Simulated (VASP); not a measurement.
# NaCl (Pm-3m) in VASP: further runs

Runs on NaCl. Level: PBEsol. Tasks: single point.

All numbers are computed with VASP 6.6.1; they aren't measurements. Logs are shortened: lines on timing, memory, paths and dates and some standing lists are left out, and cuts for length are marked.

### 1 The cell of the first run

The structure is cubic, space group Pm-3m (No. 221). The conventional cell has a = 2.802 Å, b = 2.802 Å, c = 2.802 Å, α = 90.00°, β = 90.00°, γ = 90.00°. Na (site symmetry m-3m) has 8 Cl at 2.43 Å and 6 Na at 2.80 Å within 3.2 Å. Within 3.2 Å of Cl (site symmetry m-3m) lie 8 Na at 2.43 Å and 6 Cl at 2.80 Å.

### 2 Single point, PBEsol (volume scaled by 0.9405)

INCAR reads:

```
PREC = Accurate
ENCUT = 520
EDIFF = 1E-6
ISMEAR = -1
SIGMA = 0.02
LREAL = False
LASPH = True
NELM = 80
ALGO = Normal
ISIF = 2
LWAVE = False
LCHARG = False
GGA = PS
NBANDS = 14
```

KPOINTS reads:

```
regular mesh
0
Gamma
  8 8 8
```

POSCAR reads:

```
NaCl
1.0
    2.8021129234      0.0000000000      0.0000000000
    0.0000000000      2.8021129234      0.0000000000
    0.0000000000      0.0000000000      2.8021129234
Na Cl
1 1
Direct
    0.0000000000      0.0000000000      0.0000000000
    0.5000000000      0.5000000000      0.5000000000
```

Potentials or basis: VASP PAW PBE potentials, release 64 (Na_pv, Cl).

Run with:

```
$ cat potpaw_PBE.64/Na_pv/POTCAR potpaw_PBE.64/Cl/POTCAR > POTCAR
$ mpirun -np 1 vasp_std > vasp.out
```

OUTCAR:

```text
PREC = Accurate
   ENCUT = 520
   EDIFF = 1E-6
   ISMEAR = -1
   LREAL = False
   LASPH = True
   NELM = 80
   ISIF = 2
   GGA = PS

 ion  position               nearest neighbor table
   1  0.000  0.000  0.000-   2 2.43   2 2.43   2 2.43   2 2.43   2 2.43   2 2.43   2 2.43   2 2.43

   2  0.500  0.500  0.500-   1 2.43   1 2.43   1 2.43   1 2.43   1 2.43   1 2.43   1 2.43   1 2.43

  LATTYP: Found a simple cubic cell.
 ALAT       =     2.8021129234

  Lattice vectors:

 A1 = (   2.8021129234,   0.0000000000,   0.0000000000)
 A2 = (   0.0000000000,   2.8021129234,   0.0000000000)
 A3 = (   0.0000000000,   0.0000000000,   2.8021129234)

Analysis of symmetry for initial positions (statically):
=====================================================================
 Subroutine PRICEL returns:
 Original cell was already a primitive cell.

 Routine SETGRP: Setting up the symmetry group for a
 simple cubic supercell.

 Subroutine GETGRP returns: Found 48 space group operations
 (whereof 48 operations were pure point group operations)
 out of a pool of 48 trial point group operations.

The static configuration has the point symmetry O_h .

Analysis of symmetry for dynamics (positions and initial velocities):
=====================================================================
 Subroutine PRICEL returns:
 Original cell was already a primitive cell.

 Routine SETGRP: Setting up the symmetry group for a
 simple cubic supercell.

 Subroutine GETGRP returns: Found 48 space group operations
 (whereof 48 operations were pure point group operations)
 out of a pool of 48 trial point group operations.

The dynamic configuration has the point symmetry O_h .

 Subroutine INISYM returns: Found 48 space group operations
 (whereof 48 operations are pure point group operations),
 and found     1 'primitive' translations

----------------------------------------------------------------------------------------

                                     Primitive cell

  volume of cell :      22.0017

  direct lattice vectors                    reciprocal lattice vectors
     2.802112923  0.000000000  0.000000000     0.356873555  0.000000000  0.000000000
     0.000000000  2.802112923  0.000000000     0.000000000  0.356873555  0.000000000
     0.000000000  0.000000000  2.802112923     0.000000000  0.000000000  0.356873555

  length of vectors
     2.802112923  2.802112923  2.802112923     0.356873555  0.356873555  0.356873555

  position of ions in fractional coordinates (direct lattice)
     0.000000000  0.000000000  0.000000000
     0.500000000  0.500000000  0.500000000

  ion indices of the primitive-cell ions
   primitive index   ion index
                 1           1
                 2           2

----------------------------------------------------------------------------------------

 KPOINTS: regular mesh

Automatic generation of k-mesh.
 Grid dimensions read from file:
 generate k-points for:    8    8    8

 Generating k-lattice:

  Cartesian coordinates                     Fractional coordinates (reciprocal lattice)
     0.044609194  0.000000000  0.000000000     0.125000000  0.000000000  0.000000000
     0.000000000  0.044609194  0.000000000     0.000000000  0.125000000  0.000000000
     0.000000000  0.000000000  0.044609194     0.000000000  0.000000000  0.125000000

  Length of vectors
     0.044609194  0.044609194  0.044609194

  Shift w.r.t. Gamma in fractional coordinates (k-lattice)
     0.000000000  0.000000000  0.000000000

 Subroutine IBZKPT returns following result:
 ===========================================

 Found     35 irreducible k-points:

 Following reciprocal coordinates:
            Coordinates               Weight
  0.000000  0.000000  0.000000      1.000000
  0.125000  0.000000  0.000000      6.000000
  0.250000  0.000000  0.000000      6.000000
  0.375000  0.000000  0.000000      6.000000
  0.500000  0.000000  0.000000      3.000000
  0.125000  0.125000  0.000000     12.000000
[... 16 lines left out ...]
  0.375000  0.375000  0.125000     24.000000
  0.500000  0.375000  0.125000     24.000000
 [... further k-points ...]
   k-points           NKPTS =     35   k-points in BZ     NKDIM =     35   number of bands    NBANDS=     14
   number of dos      NEDOS =    301   number of ions     NIONS =      2
   total plane-waves  NPLWV =  13824
   dimension x,y,z NGX =    24 NGY =   24 NGZ =   24
   dimension x,y,z NGXF=    48 NGYF=   48 NGZF=   48
   ions per type =               1   1
   NGX,Y,Z   is equivalent  to a cutoff of  14.24, 14.24, 14.24 a.u.
   NGXF,Y,Z  is equivalent  to a cutoff of  28.48, 28.48, 28.48 a.u.
 SYSTEM =  unknown system
   PREC   = accura    normal or accurate (medium, high low for compatibility)
   ISTART =      0    job   : 0-new  1-cont  2-samecut
   ICHARG =      2    charge: 1-file 2-atom 10-const
   ISPIN  =      1    spin polarized calculation?
   LNONCOLLINEAR =      F non collinear calculations
   LSORBIT =      F    spin-orbit coupling
   LASPH  =      T    aspherical Exc in radial PAW
   ENCUT  =  520.0 eV  38.22 Ry    6.18 a.u.   5.21  5.21  5.21*2*pi/ulx,y,z
   NELM   =     80;   NELMIN=  2; NELMDL= -5     # of ELM steps
   EDIFF  = 0.1E-05   stopping-criterion for ELM
   LREAL  =      F    real-space projection
   EDIFFG = 0.1E-04   stopping-criterion for IOM
   NSW    =      0    number of steps for IOM
   IBRION =     -1    ionic relax: 0-MD 1-quasi-New 2-CG
   NFREE  =      0    steps in history (QN), initial steepest desc. (CG)
   ISIF   =      2    stress and relaxation
   ISYM   =      2    0-nonsym 1-usesym 2-fastsym
   POTIM  = 0.5000    time-step for ionic-motion
   TEBEG  =    0.0;   TEEND  =   0.0 temperature during run
   PSTRESS=    0.0 pullay stress
   NELECT =      14.0000    total number of electrons
   NUPDOWN=      -1.0000    fix difference up-down
   EMIN   =  10.00;   EMAX   =-10.00  energy-range for DOS
   EFERMI =   0.00;   METHOD = LEGACY
   ISMEAR =    -1;   SIGMA  =   0.02  broadening in eV -4-tet -1-fermi 0-gaus
   EFERMI_NEDOS =   21; number of points for ismear=-14 and -15
   IALGO  =     38    algorithm
   IMIX   =      4    mixing-type and parameters
     AMIX     =   0.40;   BMIX     =  1.00
     AMIX_MAG =   1.60;   BMIX_MAG =  1.00
  volume/ion in A,a.u.               =      11.00        74.24
  Fermi-wavevector in a.u.,A,eV,Ry     =   1.408095  2.660913 26.976690  1.982731
  Thomas-Fermi vector in A             =   2.530287
   LORBIT       =      0    0 simple, 1 ext, 2 COOP (PROOUT), +10 PAW based schemes
   GGA     = PS    functional components
   LHFCALC =     F    Hartree Fock is set to
   AEXX    =    0.0000 exact exchange contribution
   IVDW    =     0    specifies the selected vdW correction
   LEPSILON=     F    determine dielectric tensor
   LRPA    =     F    only Hartree local field effects (RPA)
 non-spin polarized calculation
  energy-cutoff  :      520.00
  volume of cell :       22.00
 maximum number of plane-waves:       624
 NGX is ok and might be reduce to    24
   NGX = 11   NGY = 11   NGZ = 11

 number of electron      13.9999993 magnetization

 Free energy of the ion-electron system (eV)
  ---------------------------------------------------
  ext. energy  EPLUGINS =         0.00000000
  ---------------------------------------------------
  free energy    TOTEN  =        -4.18771269 eV

  energy without entropy =       -4.18771269  energy(sigma->0) =       -4.18771269

 E-fermi :   8.1748     XC(G=0): -11.8926

 val. band max:        7.7075523749   @ k =   0.5000   0.5000   0.0000
 cond. band min:      11.6442216237   @ k =   0.5000   0.5000   0.0000
 fundamental gap:      3.9366692488
 Fermi energy:         8.1747742762

 k-point     1 :       0.0000    0.0000    0.0000
  band No.  band energies     occupation
      1     -15.1344      2.00000
      2     -15.1344      2.00000
      3     -15.1344      2.00000
      4      -9.8790      2.00000
      5       6.3125      2.00000
      6       6.3125      2.00000
      7       6.3125      2.00000
      8      13.8306      0.00000
      9      13.8306      0.00000
     10      15.4613      0.00000
     11      25.7022      0.00000
     12      25.7022      0.00000
     13      25.7022      0.00000
     14      30.8298      0.00000

 k-point     2 :       0.1250    0.0000    0.0000
  band No.  band energies     occupation
      1     -15.2269      2.00000
      2     -15.1276      2.00000
      3     -15.1276      2.00000
      4      -9.6367      2.00000
      5       5.0165      2.00000
      6       6.3801      2.00000
      7       6.3801      2.00000
      8      14.0892      0.00000
      9      14.7632      0.00000
     10      16.4870      0.00000
     11      24.4026      0.00000
     12      24.4026      0.00000
     13      25.8890      0.00000
     14      28.8520      0.00000

 k-point     3 :       0.2500    0.0000    0.0000
  band No.  band energies     occupation
      1     -15.4343      2.00000
      2     -15.1113      2.00000
      3     -15.1113      2.00000
      4      -9.0103      2.00000
      5       2.7433      2.00000
      6       6.5510      2.00000
      7       6.5510      2.00000
      8      14.8353      0.00000
      9      15.7268      0.00000
     10      19.4840      0.00000
     11      22.3741      0.00000
     12      22.3741      0.00000
     13      25.3464      0.00000
     14      26.3952      0.00000
[... 324 lines left out ...]
 k-point    23 :       0.3750    0.3750    0.1250
  band No.  band energies     occupation
      1     -15.4464      2.00000
      2     -15.3964      2.00000
      3     -15.1114      2.00000
      4      -7.3276      2.00000
      5       2.1847      2.00000
      6       2.3395      2.00000
      7       6.4047      2.00000
      8      13.3678      0.00000
      9      18.4436      0.00000
     10      18.7311      0.00000
     11      19.7250      0.00000
     12      24.7811      0.00000
     13      25.5962      0.00000
     14      29.1178      0.00000

 k-point    24 :       0.5000    0.3750    0.1250
  band No.  band energies     occupation
      1     -15.4755      2.00000
      2     -15.3921      2.00000
      3     -15.1045      2.00000
      4      -7.1449      2.00000
      5       1.6516      2.00000
      6       2.5160      2.00000
      7       6.5508      2.00000
      8      12.6491      0.00000
      9      18.1818      0.00000
     10      18.7766      0.00000
     11      19.7689      0.00000
     12      25.3315      0.00000
     13      25.7828      0.00000
     14      29.6814      0.00000

 [... further k-points ...]

------------------------ aborting loop because EDIFF is reached ----------------------------------------

  FORCE on cell =-STRESS in cart. coord.  units (eV):
  Direction    XX          YY          ZZ          XY          YZ          ZX
  --------------------------------------------------------------------------------------
  -------------------------------------------------------------------------------------
  Total       10.5521374     10.5521374     10.5521374     -0.0000000      0.0000000     -0.0000000
  in kB      768.4119683    768.4119683    768.4119683     -0.0000000      0.0000000     -0.0000000
  external PRESSURE =     768.4119683 kB  Pullay stress =       0.0000000 kB

 VOLUME and BASIS-vectors are now :
 -----------------------------------------------------------------------------
  energy-cutoff  :      520.00
  volume of cell :       22.00
      direct lattice vectors                 reciprocal lattice vectors
     2.802112923  0.000000000  0.000000000     0.356873555  0.000000000  0.000000000
     0.000000000  2.802112923  0.000000000     0.000000000  0.356873555  0.000000000
     0.000000000  0.000000000  2.802112923     0.000000000  0.000000000  0.356873555

 POSITION                                       TOTAL-FORCE (eV/Angst)
 -----------------------------------------------------------------------------------
      0.00000      0.00000      0.00000         0.000000      0.000000      0.000000
      1.40106      1.40106      1.40106         0.000000      0.000000      0.000000
 -----------------------------------------------------------------------------------
    total drift:                                0.000000     -0.000000     -0.000000

  FREE ENERGIE OF THE ION-ELECTRON SYSTEM (eV)
  ---------------------------------------------------
  free  energy   TOTEN  =        -4.1877126859 eV

  energy  without entropy=       -4.1877126859  energy(sigma->0) =       -4.18771269
```

Wall time 8.2 s (1 thread of AMD EPYC 7R13 (Zen 3), shared host); peak memory 0.11 GiB.

What came out:

```
Free energy            : -4.1877 eV
Pressure               : 76.8 GPa
Band gap on the k mesh : 3.94 eV, direct
```

Caveat: the PAW data sets were made with another functional, which shifts forces and pressure a little. A k mesh can miss the band edges.

(Part 1 of 2 ends here.)
